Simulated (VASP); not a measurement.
# CoPtO2 (R-3m) in VASP: notebook

The runs below take CoPtO2 through single point, with PBE.

Everything below comes from runs of VASP 6.6.1. Logs are shortened: lines on timing, memory, paths and dates and some standing lists are left out, and cuts for length are marked.

### Step 1. The cell of the first run

It takes space group R-3m (No. 166, trigonal). The conventional cell has a = 2.825 Å, b = 2.825 Å, c = 17.818 Å, α = 90.00°, β = 90.00°, γ = 120.00°. Within 2.6 Å of Pt (site symmetry -3m) lie 2 O at 2.00 Å. Within 2.5 Å of Co (site symmetry -3m) lie 6 O at 1.90 Å. Within 2.6 Å of O (site symmetry 3m) lie 3 Co at 1.90 Å and 1 Pt at 2.00 Å and 3 O at 2.53 Å.

### Step 2. Single point, PBE

The input, INCAR:

```
PREC = Accurate
ENCUT = 520
EDIFF = 1E-6
ISMEAR = -1
SIGMA = 0.05
LREAL = False
LASPH = True
NELM = 100
ALGO = Normal
ISIF = 2
LWAVE = False
LCHARG = True
GGA = PE
LELF = True
LVHAR = True
NBANDS = 24
```

The input, KPOINTS:

```
Automatic mesh
0
Gamma
  11 11 11
```

The input, POSCAR:

```
CoPtO2
1.0
    1.4122699173      0.8153744169      5.9393891094
   -1.4122699173      0.8153744169      5.9393891094
    0.0000000000     -1.6307488338      5.9393891094
Pt Co O
1 1 2
Direct
    0.0000000000      0.0000000000      0.0000000000
    0.5000000000      0.5000000000      0.5000000000
    0.1122440300      0.1122440300      0.1122440300
    0.8877559700      0.8877559700      0.8877559700
```

Potentials or basis: VASP PAW PBE potentials, release 64 (Pt, Co, O).

Command:

```
cat potpaw_PBE.64/Pt/POTCAR potpaw_PBE.64/Co/POTCAR potpaw_PBE.64/O/POTCAR > POTCAR
mpirun -np 1 vasp_std > vasp.out
```

OUTCAR:

```text
PREC = Accurate
   ENCUT = 520
   EDIFF = 1E-6
   ISMEAR = -1
   LREAL = False
   LASPH = True
   NELM = 100
   ISIF = 2
   GGA = PE

 ion  position               nearest neighbor table
   1  0.000  0.000  0.000-   3 2.00   4 2.00
   2  0.500  0.500  0.500-   3 1.90   4 1.90   3 1.90   3 1.90   4 1.90   4 1.90
   3  0.112  0.112  0.112-   2 1.90   2 1.90   2 1.90   1 2.00
   4  0.888  0.888  0.888-   2 1.90   2 1.90   2 1.90   1 2.00

  LATTYP: Found a trigonal (rhomboedric) cell.
 ALAT       =     6.1591951383
 COS(alpha) =     0.8948480128

  Lattice vectors:

 A1 = (   1.4122699173,   0.8153744169,   5.9393891094)
 A2 = (  -1.4122699173,   0.8153744169,   5.9393891094)
 A3 = (   0.0000000000,  -1.6307488338,   5.9393891094)

Analysis of symmetry for initial positions (statically):
=====================================================================
 Subroutine PRICEL returns:
 Original cell was already a primitive cell.

 Routine SETGRP: Setting up the symmetry group for a
 trigonal (rhombohedral) supercell.

 Subroutine GETGRP returns: Found 12 space group operations
 (whereof 12 operations were pure point group operations)
 out of a pool of 12 trial point group operations.

The static configuration has the point symmetry D_3d.

Analysis of symmetry for dynamics (positions and initial velocities):
=====================================================================
 Subroutine PRICEL returns:
 Original cell was already a primitive cell.

 Routine SETGRP: Setting up the symmetry group for a
 trigonal (rhombohedral) supercell.

 Subroutine GETGRP returns: Found 12 space group operations
 (whereof 12 operations were pure point group operations)
 out of a pool of 12 trial point group operations.

The dynamic configuration has the point symmetry D_3d.

 Subroutine INISYM returns: Found 12 space group operations
 (whereof 12 operations are pure point group operations),
 and found     1 'primitive' translations

----------------------------------------------------------------------------------------

                                     Primitive cell

  volume of cell :      41.0363

  direct lattice vectors                    reciprocal lattice vectors
     1.412269917  0.815374417  5.939389109     0.354039971  0.204405072  0.056122495
    -1.412269917  0.815374417  5.939389109    -0.354039971  0.204405072  0.056122495
     0.000000000 -1.630748834  5.939389109     0.000000000 -0.408810145  0.056122495

  length of vectors
     6.159195138  6.159195138  6.159195138     0.412644482  0.412644482  0.412644482

  position of ions in fractional coordinates (direct lattice)
     0.000000000  0.000000000  0.000000000
     0.500000000  0.500000000  0.500000000
     0.112244030  0.112244030  0.112244030
     0.887755970  0.887755970  0.887755970

  ion indices of the primitive-cell ions
   primitive index   ion index
                 1           1
                 2           2
                 3           3
                 4           4

----------------------------------------------------------------------------------------

 KPOINTS: Automatic mesh

Automatic generation of k-mesh.
 Grid dimensions read from file:
 generate k-points for:   11   11   11

 Generating k-lattice:

  Cartesian coordinates                     Fractional coordinates (reciprocal lattice)
     0.032185452  0.018582279  0.005102045     0.090909091  0.000000000  0.000000000
    -0.032185452  0.018582279  0.005102045     0.000000000  0.090909091  0.000000000
     0.000000000 -0.037164559  0.005102045     0.000000000  0.000000000  0.090909091

  Length of vectors
     0.037513135  0.037513135  0.037513135

  Shift w.r.t. Gamma in fractional coordinates (k-lattice)
     0.000000000  0.000000000  0.000000000

 Subroutine IBZKPT returns following result:
 ===========================================

 Found    146 irreducible k-points:

 Following reciprocal coordinates:
            Coordinates               Weight
  0.000000  0.000000  0.000000      1.000000
  0.090909 -0.000000  0.000000      6.000000
  0.181818 -0.000000 -0.000000      6.000000
  0.272727 -0.000000  0.000000      6.000000
  0.363636  0.000000 -0.000000      6.000000
  0.454545 -0.000000  0.000000      6.000000
[... 16 lines left out ...]
 -0.272727  0.181818 -0.000000     12.000000
 -0.181818  0.181818  0.000000      6.000000
 [... further k-points ...]
   k-points           NKPTS =    146   k-points in BZ     NKDIM =    146   number of bands    NBANDS=     24
   number of dos      NEDOS =    301   number of ions     NIONS =      4
   total plane-waves  NPLWV = 110592
   dimension x,y,z NGX =    48 NGY =   48 NGZ =   48
   dimension x,y,z NGXF=    96 NGYF=   96 NGZF=   96
   ions per type =               1   1   2
   NGX,Y,Z   is equivalent  to a cutoff of  12.96, 12.96, 12.96 a.u.
   NGXF,Y,Z  is equivalent  to a cutoff of  25.91, 25.91, 25.91 a.u.
 SYSTEM =  unknown system
   PREC   = accura    normal or accurate (medium, high low for compatibility)
   ISTART =      0    job   : 0-new  1-cont  2-samecut
   ICHARG =      2    charge: 1-file 2-atom 10-const
   ISPIN  =      1    spin polarized calculation?
   LNONCOLLINEAR =      F non collinear calculations
   LSORBIT =      F    spin-orbit coupling
   LASPH  =      T    aspherical Exc in radial PAW
   ENCUT  =  520.0 eV  38.22 Ry    6.18 a.u.  11.45 11.45 11.45*2*pi/ulx,y,z
   NELM   =    100;   NELMIN=  2; NELMDL= -5     # of ELM steps
   EDIFF  = 0.1E-05   stopping-criterion for ELM
   LREAL  =      F    real-space projection
[... 7 lines left out ...]
   TEBEG  =    0.0;   TEEND  =   0.0 temperature during run
   PSTRESS=    0.0 pullay stress
   NELECT =      31.0000    total number of electrons
   NUPDOWN=      -1.0000    fix difference up-down
   EMIN   =  10.00;   EMAX   =-10.00  energy-range for DOS
   EFERMI =   0.00;   METHOD = LEGACY
   ISMEAR =    -1;   SIGMA  =   0.05  broadening in eV -4-tet -1-fermi 0-gaus
   EFERMI_NEDOS =   21; number of points for ismear=-14 and -15
   IALGO  =     38    algorithm
   IMIX   =      4    mixing-type and parameters
     AMIX     =   0.40;   BMIX     =  1.00
     AMIX_MAG =   1.60;   BMIX_MAG =  1.00
  volume/ion in A,a.u.               =      10.26        69.23
  Fermi-wavevector in a.u.,A,eV,Ry     =   1.490983  2.817550 30.246177  2.223031
  Thomas-Fermi vector in A             =   2.603696
   LORBIT       =      0    0 simple, 1 ext, 2 COOP (PROOUT), +10 PAW based schemes
   GGA     = PE    functional components
   LHFCALC =     F    Hartree Fock is set to
   AEXX    =    0.0000 exact exchange contribution
   IVDW    =     0    specifies the selected vdW correction
   LEPSILON=     F    determine dielectric tensor
   LRPA    =     F    only Hartree local field effects (RPA)
 non-spin polarized calculation
  energy-cutoff  :      520.00
  volume of cell :       41.04
 maximum number of plane-waves:      1120
 NGX is ok and might be reduce to    48
   NGX = 23   NGY = 23   NGZ = 23

 number of electron      30.9999999 magnetization

 Free energy of the ion-electron system (eV)
  ---------------------------------------------------
  ext. energy  EPLUGINS =         0.00000000
  ---------------------------------------------------
  free energy    TOTEN  =       -26.45597816 eV

  energy without entropy =      -26.45149596  energy(sigma->0) =      -26.45373706

 E-fermi :   8.7882     XC(G=0): -12.6851

 val. band max:        8.7165316543   @ k =  -0.3636  -0.3636   0.0909
 cond. band min:       8.8595065801   @ k =   0.4545   0.4545   0.0000
 fundamental gap:      0.1429749258
 Fermi energy:         8.7882075667

 k-point     1 :       0.0000    0.0000    0.0000
  band No.  band energies     occupation
      1     -12.8856      2.00000
      2     -10.9830      2.00000
      3      -0.9359      2.00000
      4       1.7042      2.00000
      5       2.2011      2.00000
      6       2.2011      2.00000
[... 16 lines left out ...]
     23      24.4309      0.00000
     24      26.1472      0.00000

 k-point     2 :       0.0909   -0.0000    0.0000
  band No.  band energies     occupation
      1     -12.7900      2.00000
      2     -10.9746      2.00000
      3      -0.8125      2.00000
      4       1.9171      2.00000
      5       1.9469      2.00000
      6       2.2470      2.00000
[... 16 lines left out ...]
     23      24.6016      0.00000
     24      25.1594      0.00000

 k-point     3 :       0.1818   -0.0000   -0.0000
  band No.  band energies     occupation
      1     -12.5216      2.00000
      2     -10.9551      2.00000
      3      -0.4838      2.00000
      4       1.4326      2.00000
      5       2.3705      2.00000
      6       2.4703      2.00000
[... 16 lines left out ...]
     23      23.5325      0.00000
     24      23.9415      0.00000

 k-point     4 :       0.2727   -0.0000    0.0000
  band No.  band energies     occupation
      1     -12.1364      2.00000
      2     -10.9423      2.00000
      3      -0.0600      2.00000
      4       1.0200      2.00000
      5       2.3578      2.00000
      6       2.5349      2.00000
[... 16 lines left out ...]
     23      22.3799      0.00000
     24      23.2180      0.00000

 k-point     5 :       0.3636    0.0000   -0.0000
  band No.  band energies     occupation
      1     -11.7250      2.00000
      2     -10.9626      2.00000
      3       0.2847      2.00000
      4       0.7025      2.00000
      5       1.8442      2.00000
      6       2.6946      2.00000
[... 16 lines left out ...]
     23      21.9708      0.00000
     24      23.5299      0.00000

 k-point     6 :       0.4545   -0.0000    0.0000
  band No.  band energies     occupation
      1     -11.4073      2.00000
      2     -11.0338      2.00000
      3       0.3894      2.00000
      4       0.4570      2.00000
      5       1.8632      2.00000
      6       2.8034      2.00000
[... 16 lines left out ...]
     23      22.1788      0.00000
     24      23.0211      0.00000
[... 379 lines left out ...]
 k-point    21 :      -0.4545    0.1818   -0.0000
  band No.  band energies     occupation
      1     -11.3176      2.00000
      2     -11.0105      2.00000
      3       0.5286      2.00000
      4       0.7739      2.00000
      5       1.8049      2.00000
      6       2.3719      2.00000
[... 16 lines left out ...]
     23      21.7813      0.00000
     24      22.2644      0.00000

 k-point    22 :      -0.3636    0.1818    0.0000
  band No.  band energies     occupation
      1     -11.3679      2.00000
      2     -10.9543      2.00000
      3       0.4834      2.00000
      4       0.7656      2.00000
      5       1.7660      2.00000
      6       2.3168      2.00000
[... 16 lines left out ...]
     23      21.7360      0.00000
     24      21.9200      0.00000

 k-point    23 :      -0.2727    0.1818   -0.0000
  band No.  band energies     occupation
      1     -11.6254      2.00000
      2     -10.9044      2.00000
      3       0.3216      2.00000
      4       0.9013      2.00000
      5       1.7504      2.00000
      6       2.3779      2.00000
[... 16 lines left out ...]
     23      21.1250      0.00000
     24      21.5360      0.00000

 k-point    24 :      -0.1818    0.1818    0.0000
  band No.  band energies     occupation
      1     -11.9659      2.00000
      2     -10.9020      2.00000
      3       0.0487      2.00000
      4       1.0054      2.00000
      5       2.0533      2.00000
      6       2.5537      2.00000
[... 16 lines left out ...]
     23      21.8507      0.00000
     24      21.9490      0.00000

 [... further k-points ...]

------------------------ aborting loop because EDIFF is reached ----------------------------------------

  FORCE on cell =-STRESS in cart. coord.  units (eV):
  Direction    XX          YY          ZZ          XY          YZ          ZX
  --------------------------------------------------------------------------------------
  -------------------------------------------------------------------------------------
  Total        1.5979769      1.5979769      1.4434380      0.0000000     -0.0000000      0.0000000
  in kB       62.3897512     62.3897512     56.3560964      0.0000000     -0.0000000      0.0000000
  external PRESSURE =      60.3785329 kB  Pullay stress =       0.0000000 kB

 VOLUME and BASIS-vectors are now :
 -----------------------------------------------------------------------------
  energy-cutoff  :      520.00
  volume of cell :       41.04
      direct lattice vectors                 reciprocal lattice vectors
     1.412269917  0.815374417  5.939389109     0.354039971  0.204405072  0.056122495
    -1.412269917  0.815374417  5.939389109    -0.354039971  0.204405072  0.056122495
     0.000000000 -1.630748834  5.939389109     0.000000000 -0.408810145  0.056122495

 POSITION                                       TOTAL-FORCE (eV/Angst)
 -----------------------------------------------------------------------------------
      0.00000      0.00000      0.00000         0.000000      0.000000      0.000000
      0.00000      0.00000      8.90908        -0.000000      0.000000      0.000000
      0.00000      0.00000      1.99998         0.000000      0.000000     -0.109656
      0.00000      0.00000     15.81818         0.000000     -0.000000      0.109656
 -----------------------------------------------------------------------------------
    total drift:                                0.000000      0.000000     -0.000000

  FREE ENERGIE OF THE ION-ELECTRON SYSTEM (eV)
  ---------------------------------------------------
  free  energy   TOTEN  =       -26.4559781596 eV

  energy  without entropy=      -26.4514959571  energy(sigma->0) =      -26.45373706
```

Wall time 4.3 min (1 thread of Intel Xeon 6975P-C (Granite Rapids), shared host); peak memory 0.43 GiB.

Results:

- Free energy: -26.4560 eV
- Pressure: 6.0 GPa
- Largest force: 0.110 eV/Å
- Band gap on the k mesh: zero (an odd number of electrons rules out a gap without spin polarisation)

Forces on the atoms (eV/Å):
```
Pt   0.000  0.000  0.000
Co   0.000  0.000  0.000
O    0.000  0.000 -0.110
O    0.000  0.000  0.110
```

Caveat: the cell stands under pressure; spin-orbit coupling is left out, which moves the levels of the heavy elements; an odd number of electrons without spin polarisation forces a metal; a magnetic or distorted state may lie lower; the run has no spin polarisation, though such a crystal can be magnetic; semilocal functionals often make such compounds metallic where correlation or magnetic order opens a gap, which also shifts bond lengths. Spin polarisation is off, so any magnetic state and its effect on volume and gap are missing.

### Step 3. Single point, PBE, collinear spin, ferromagnetic start

The input, INCAR:

```
SYSTEM = CoPtO2
ALGO = Normal ; EDIFF = 1E-7
ENCUT = 520 ; GGA = PE
ISIF = 2 ; ISMEAR = -1
ISPIN = 2 ; LASPH = .TRUE.
LCHARG = .FALSE. ; LMAXMIX = 4
LORBIT = 11 ; LREAL = .FALSE.
LWAVE = .FALSE. ; MAGMOM = 0 0.19 0 0
NBANDS = 28 ; NELM = 150
PREC = Accurate ; SIGMA = 0.05
```

The input, KPOINTS:

```
k-points
0
G
  11 11 11
  0 0 0
```

POSCAR is that of step 2.

Potentials or basis: VASP PAW PBE potentials, release 64 (Pt, Co, O).

Command:

```
cat potpaw_PBE.64/Pt/POTCAR potpaw_PBE.64/Co/POTCAR potpaw_PBE.64/O/POTCAR > POTCAR
mpirun -np 1 vasp_std > vasp.out
```

Wall time 11 min (1 thread of Intel Xeon 6975P-C (Granite Rapids), shared host); peak memory 0.6 GiB.

The run converged. Its results:

* Free energy: -26.4560 eV
* Pressure: 6.0 GPa
* Largest force: 0.109 eV/Å
* Net moment: 0.00 μB per cell
* Valence electrons inside the program's atomic spheres: Pt 9.23; Co 8.46; O 5.01

Forces on the atoms (eV/Å):
```
Pt   0.000  0.000  0.000
Co   0.000  0.000  0.000
O    0.000  0.000 -0.109
O    0.000  0.000  0.109
```

Stress tensor (GPa, compression positive):
```
6.23 0.00 0.00
0.00 6.23 0.00
0.00 0.00 5.64
```

Levels at points of the mesh, in eV from the Fermi level:
Spin up:
```
           k point  band 14  band 15  band 16  band 17  band 18  band 19
(0.00, 0.00, 0.00)    -1.66    -1.66    -1.60     1.80     1.80     2.72
```
Spin down:
```
           k point  band 14  band 15  band 16  band 17  band 18  band 19
(0.00, 0.00, 0.00)    -1.66    -1.66    -1.60     1.80     1.80     2.72
```

Caveat: the cell stands under pressure; spin-orbit coupling is left out, which moves the levels of the heavy elements; semilocal functionals often make such compounds metallic where correlation or magnetic order opens a gap, which also shifts bond lengths.
